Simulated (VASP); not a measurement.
# Cu (Cmcm) in VASP: further runs, part 2 of 2

VASP 6.6.1. The steps go on from the part before.

**4. Single point, PBEsol**

This run uses another cell than the first one, of 12.29 Å³/atom.

Contents of INCAR:

```
SYSTEM = Cu
  PREC = Accurate
  ENCUT = 520
  EDIFF = 1E-6
  ISMEAR = -1
  SIGMA = 0.1
  LREAL = .FALSE.
  LASPH = .TRUE.
  NELM = 60
  ALGO = Normal
  ISIF = 2
  LWAVE = .FALSE.
  LCHARG = .FALSE.
  GGA = PS
  NBANDS = 18
```

Contents of KPOINTS:

```
Automatic mesh
0
G
  12 12 12
  0 0 0
```

Contents of POSCAR:

```
Cu
1.0
    1.2285344071     -4.0092421184      0.0000000000
    1.2285344071      4.0092421184      0.0000000000
    0.0000000000      0.0000000000      2.4959555724
Cu
2
Direct
    0.1338670000      0.8661330000      0.2500000000
    0.8661330000      0.1338670000      0.7500000000
```

Command:

```console
$ cat potpaw_PBE.64/Cu/POTCAR > POTCAR
$ mpirun -np 1 vasp_std > vasp.out
```

Run time: 47 s. Hardware: 1 thread of Intel Xeon 6975P-C (Granite Rapids), shared host; peak memory 0.23 GiB.

The run converged. Its results:

```yaml
Free_energy: -8.2996 eV
Pressure: -4.2 GPa
Largest_force: 0.038 eV/Å
Band_gap_on_the_k_mesh: zero (bands 11 and 12 overlap by 5.46 eV)
```

Forces in eV/Å, atoms in the order of the input:
```
Cu   0.000 -0.038  0.000
Cu   0.000  0.038  0.000
```

Stress tensor (GPa, compression positive):
```
-4.02  0.00  0.00
 0.00 -4.59  0.00
 0.00  0.00 -3.95
```

Levels at points of the mesh, in eV from the Fermi level:
```
           k point  band 9  band 10  band 11  band 12  band 13  band 14
(0.00, 0.00, 0.00)   -1.78    -1.65    -1.41    -0.02     4.66    14.51
(0.50, 0.00, 0.00)   -2.06    -1.62    -0.47     1.23     2.49     6.71
(0.50, 0.50, 0.00)   -2.23    -1.87    -1.56    -1.49    13.39    15.03
(0.00, 0.00, 0.50)   -1.67    -1.67    -0.02    -0.02     8.05     8.05
(0.50, 0.00, 0.50)   -1.25    -1.25     3.66     3.66     7.34     7.34
(0.50, 0.50, 0.50)   -1.52    -1.52    -0.90    -0.90     3.57     3.57
```

Caveat: the cell stands under tension; the PAW data sets were made with another functional, which shifts forces and pressure a little.

**5. Single point, PBEsol**

This run uses another cell than the first one, of 12.59 Å³/atom.

Contents of INCAR:

```
SYSTEM = Cu
PREC = Accurate
ENCUT = 520
EDIFF = 1E-6
ISMEAR = -1
SIGMA = 0.1
LREAL = .FALSE.
LASPH = .TRUE.
NELM = 100
ALGO = Normal
ISIF = 2
LWAVE = .FALSE.
LCHARG = .FALSE.
GGA = PS
NBANDS = 18
```

Contents of KPOINTS:

```
regular mesh
0
G
  12 12 12
  0 0 0
```

Contents of POSCAR:

```
Cu
1.0
    1.2384423705     -4.0415761125      0.0000000000
    1.2384423705      4.0415761125      0.0000000000
    0.0000000000      0.0000000000      2.5160851157
Cu
2
Direct
    0.1338670000      0.8661330000      0.2500000000
    0.8661330000      0.1338670000      0.7500000000
```

Potentials or basis: VASP PAW PBE potentials, release 64 (Cu).

Command:

```console
$ cat potpaw_PBE.64/Cu/POTCAR > POTCAR
$ mpirun -np 1 vasp_std > vasp.out
```

OUTCAR:

```text
SYSTEM = Cu
   PREC = Accurate
   ENCUT = 520
   EDIFF = 1E-6
   ISMEAR = -1
   LREAL = .FALSE.
   LASPH = .TRUE.
   NELM = 100
   ISIF = 2
   GGA = PS

 ion  position               nearest neighbor table
   1  0.134  0.866  0.250-   2 2.50   2 2.50   2 2.58   2 2.58   2 2.58   2 2.58
   2  0.866  0.134  0.750-   1 2.50   1 2.50   1 2.58   1 2.58   1 2.58   1 2.58

  LATTYP: Found a base centered orthorhombic cell.
 ALAT       =     2.4768847410
 B/A-ratio  =     3.2634349476
 C/A-ratio  =     1.0158264832

  Lattice vectors:

[... 193 lines left out ...]
      6       3.9956      2.00000
[... 481 lines left out ...]
      5       3.6258      2.00000
      6       4.0422      2.00000
[... 10 lines left out ...]
     17      26.5622      0.00000
     18      27.4059      0.00000

 [... further k-points ...]
[... 5 lines left out ...]
  --------------------------------------------------------------------------------------
  -------------------------------------------------------------------------------------
  Total       -1.0621834     -1.1913793     -1.0895037      0.0000000      0.0000000      0.0000000
  in kB      -67.5659983    -75.7842154    -69.3038586      0.0000000      0.0000000      0.0000000
  external PRESSURE =     -70.8846908 kB  Pullay stress =       0.0000000 kB

 VOLUME and BASIS-vectors are now :
 -----------------------------------------------------------------------------
  energy-cutoff  :      520.00
  volume of cell :       25.19
      direct lattice vectors                 reciprocal lattice vectors
     1.238442371 -4.041576112  0.000000000     0.403732957 -0.123714112  0.000000000
     1.238442371  4.041576112  0.000000000     0.403732957  0.123714112  0.000000000
     0.000000000  0.000000000  2.516085116     0.000000000  0.000000000  0.397442834

 POSITION                                       TOTAL-FORCE (eV/Angst)
 -----------------------------------------------------------------------------------
      1.23844      2.95951      0.62902         0.000000     -0.065034     -0.000000
      1.23844     -2.95951      1.88706         0.000000      0.065034      0.000000
 -----------------------------------------------------------------------------------
    total drift:                                0.000000     -0.000000      0.000000

  FREE ENERGIE OF THE ION-ELECTRON SYSTEM (eV)
  ---------------------------------------------------
  free  energy   TOTEN  =        -8.2784519366 eV

  energy  without entropy=       -8.2575966069  energy(sigma->0) =       -8.26802427
```

stdout:

```text
POSCAR found type information on POSCAR Cu
 POSCAR found :  1 types and       2 ions
 scaLAPACK will be used
 -----------------------------------------------------------------------------
|                                                                             |
|                                                                             |
|     You enforced a specific xc type in the INCAR file but a different       |
|     I HOPE YOU KNOW WHAT YOU ARE DOING!                                     |
|                                                                             |
 -----------------------------------------------------------------------------

 LDA part: xc-table for (Slater+PW92), standard interpolation
 POSCAR, INCAR and KPOINTS ok, starting setup
 FFT: planning ... GRIDC
 FFT: planning ... GRID_SOFT
 FFT: planning ... GRID
 WAVECAR not read
 entering main loop
```

Run time: 42 s. Hardware: 1 thread of Intel Xeon 6975P-C (Granite Rapids), shared host; peak memory 0.23 GiB.

What came out:

```
Free energy            : -8.2785 eV
Pressure               : -7.1 GPa
Largest force          : 0.065 eV/Å
Band gap on the k mesh : zero (bands 11 and 12 overlap by 5.40 eV)
```

Forces on the atoms (eV/Å):
```
Cu   0.000 -0.065  0.000
Cu   0.000  0.065  0.000
```

Caveat: the cell stands under tension; the PAW data sets were made with another functional, which shifts forces and pressure a little.

**6. The runs side by side**

| cell | gap on the mesh (eV) | pressure (GPa) | largest force (eV/Å) |
| --- | --- | --- | --- |
| a = 4.124, b = 4.124, c = 2.455 Å, angles 90.0, 90.0, 145.9°, 2 atoms | none | 3.1 | 0.03 |
| a = 4.159, b = 4.159, c = 2.475 Å, angles 90.0, 90.0, 145.9°, 2 atoms | none | -0.8 | 0.01 |
| a = 4.193, b = 4.193, c = 2.496 Å, angles 90.0, 90.0, 145.9°, 2 atoms | none | -4.2 | 0.04 |
| a = 4.227, b = 4.227, c = 2.516 Å, angles 90.0, 90.0, 145.9°, 2 atoms | none | -7.1 | 0.07 |

Alike in all rows: task single point; level PBEsol; potentials or basis VASP PAW PBE potentials, release 64 (Cu); no spin polarisation; k mesh 12 × 12 × 12; cutoff (eV) 520; smearing fermi-dirac 0.1 eV.

Caveats: the PAW data sets were made with another functional, which shifts forces and pressure a little; the cell stands under tension (at least some runs); the cell stands under pressure (at least some runs).

Total energies depend on the potentials used, so only differences within one code and one set of settings carry meaning.
